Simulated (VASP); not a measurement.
A run of VASP 6.6.1:

File INCAR:

```
ALGO     = Normal         # electronic algorithm
EDIFF    = 1E-7           # SCF threshold, eV
ENCUT    = 520            # plane-wave cutoff, eV
GGA      = PE             # functional
ISIF     = 2              # what is computed and relaxed
ISMEAR   = 0              # smearing method
LASPH    = T              # aspherical terms in the spheres
LCHARG   = T              # write CHGCAR
LELF     = T              # ELF
LREAL    = F              # projectors in reciprocal space
LVHAR    = T            
LWAVE    = F              # write WAVECAR
NBANDS   = 40             # bands
NELM     = 60             # most SCF steps
PREC     = Accurate       # precision mode
SIGMA    = 0.1            # smearing width, eV
```

File KPOINTS:

```
k-points
0
Gamma
  3 3 4
```

Contents of POSCAR:

```
InGa3P2
1.0
    5.8855964000      0.0000000000      0.0000000000
   -2.9427982000      5.0970760000      0.0000000000
    0.0000000000      0.0000000000      3.9073722200
In Ga P
1 3 2
Direct
    0.0000000000      0.0000000000      0.0000000000
    0.0000000000      0.5000000000      0.5000000000
    0.5000000000      0.5000000000      0.5000000000
    0.5000000000      0.0000000000      0.5000000000
    0.6666666700      0.3333333300      0.0000000000
    0.3333333300      0.6666666700      0.0000000000
```

Potentials or basis: VASP PAW PBE potentials, release 64 (In_d, Ga_d, P).

Run with:

```sh
$ cat potpaw_PBE.64/In_d/POTCAR potpaw_PBE.64/Ga_d/POTCAR potpaw_PBE.64/P/POTCAR > POTCAR
$ mpirun -np 1 vasp_std > vasp.out
```

Hardware: 1 thread of Intel(R) Xeon(R) 6975P-C (Granite Rapids), with other jobs on the host.

Q: Estimate the wall time of this run.

A: Run time: 39 s on 1 thread of Intel(R) Xeon(R) 6975P-C (Granite Rapids), with other jobs on the host, peak memory 0.26 GiB. Counts: scf iterations 21, k points 9.
